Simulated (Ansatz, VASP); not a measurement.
# Two plane-wave programs on TiC

```
CELL_PARAMETERS angstrom
0.00000 2.15930 2.15930
2.15930 0.00000 2.15930
2.15930 2.15930 0.00000
ATOMIC_POSITIONS crystal
Ti 0.00000 0.00000 0.00000
C 0.50000 0.50000 0.50000
```

Alike in both runs: task single point; functional PBE; k mesh 14 × 14 × 14; occupations gaussian, width 0.05 eV; no spin polarisation.

|  | VASP | Ansatz |
| --- | --- | --- |
| version | VASP 6.6.1 | Ansatz 0.2.0 |
| potentials or method | VASP PAW PBE potentials, release 64 (Ti_sv, C), cutoff 520 eV | scalar-relativistic, plane waves, PAW |
| valence electrons in the cell | 16 | 16 |

VASP gave:

| Quantity | Value |
| --- | --- |
| gap on the k mesh at the Fermi level (eV) | none |
| pressure (GPa) | 2.7 |

Task: Which values does Ansatz return?

Result: gap on the k mesh at the Fermi level (eV): none; pressure (GPa): 2.5.

A gap of «none» marks a metal or a gap that the smearing closes. With one functional, cell and mesh, what is left measures potentials, basis and numerics.
